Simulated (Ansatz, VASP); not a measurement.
One calculation of GaSb, two programs

Contents of POSCAR:

```
GaSb
1.0
    0.0000000000      3.0590000000      3.0590000000
    3.0590000000      0.0000000000      3.0590000000
    3.0590000000      3.0590000000      0.0000000000
Sb Ga
1 1
Direct
    0.7500000000      0.7500000000      0.7500000000
    0.0000000000      0.0000000000      0.0000000000
```

INCAR.step1

```
SYSTEM = GaSb
ALGO     = Normal         ! electronic algorithm
EDIFF    = 1E-4           ! SCF threshold, eV
ENCUT    = 520            ! plane-wave cutoff, eV
GGA      = PE             ! functional
ISMEAR   = -1             ! smearing method
LASPH    = .True.         ! aspherical terms in the spheres
LCHARG   = .False.        ! write CHGCAR
LREAL    = .False.        ! projectors in reciprocal space
LWAVE    = .True.         ! write WAVECAR
NBANDS   = 16             ! bands
NELM     = 100            ! most SCF steps
PREC     = Accurate       ! precision mode
SIGMA    = 0.05           ! smearing width, eV
```

Contents of INCAR.step2:

```
SYSTEM = GaSb
ALGO     = Normal         ! electronic algorithm
EDIFF    = 1E-6           ! SCF threshold, eV
ENCUT    = 520            ! plane-wave cutoff, eV
ISIF     = 2              ! what is computed and relaxed
ISMEAR   = -1             ! smearing method
ISTART   = 1            
LASPH    = .True.         ! aspherical terms in the spheres
LCHARG   = .False.        ! write CHGCAR
LMIXTAU  = .True.       
LREAL    = .False.        ! projectors in reciprocal space
LWAVE    = .False.        ! write WAVECAR
METAGGA  = R2SCAN         ! meta-GGA
NBANDS   = 16             ! bands
NELM     = 100            ! most SCF steps
PREC     = Accurate       ! precision mode
SIGMA    = 0.05           ! smearing width, eV
```

Contents of KPOINTS:

```
k-points
0
Gamma
  4 4 4
  0 0 0
```

The input input.yaml:

```yaml
crystal:
  lattice:
    - [0.0, 3.059, 3.059]
    - [3.059, 0.0, 3.059]
    - [3.059, 3.059, 0.0]
  atoms:
    - { symbol: Sb, position: [0.75, 0.75, 0.75] }
    - { symbol: Ga, position: [0.0, 0.0, 0.0] }
hamiltonian:
  xc: r2scan
  pseudopotentials: { kind: paw }
kpoints:
  mp_grid: { grid: [4, 4, 4] }
scf:
  occupations: { method: fermi_dirac, width: 0.05 }
output:
  forces: true
  stress: true
  eigenvalues: true
  write_density: true
  write_potential: true
  elf: true
  volumetric_format: npy
```

Alike in both runs: task single point; functional r2SCAN; k mesh 4 × 4 × 4; occupations fermi-dirac, width 0.05 eV; no spin polarisation.

|  | VASP | Ansatz |
| --- | --- | --- |
| version | VASP 6.6.1 | Ansatz 0.2.0 |
| potentials or method | VASP PAW PBE potentials, release 64 (Sb, Ga_d) | Ansatz PAW |
| plane-wave cutoff (eV) | 520 | 500 |
| valence electrons in the cell | 18 | 28 |

```csv
,VASP,Ansatz,Ansatz less VASP
gap on the k mesh at the Fermi level (eV),0.45,0.46,+0.016
least direct gap on the mesh (eV),0.45,0.46,+0.016
pressure (GPa),0.7,0.6,-0.10
```

VASP's potentials were made for PBE, not for r2SCAN. The functional is the same, so the differences come from potentials, cutoffs and numerics. VASP's potentials hold 18 valence electrons a cell and Ansatz's 28, so a difference there can come from the potentials and not from the codes.

The k mesh is coarse, so the values compare programs but aren't converged. Neither program's run includes spin-orbit coupling.
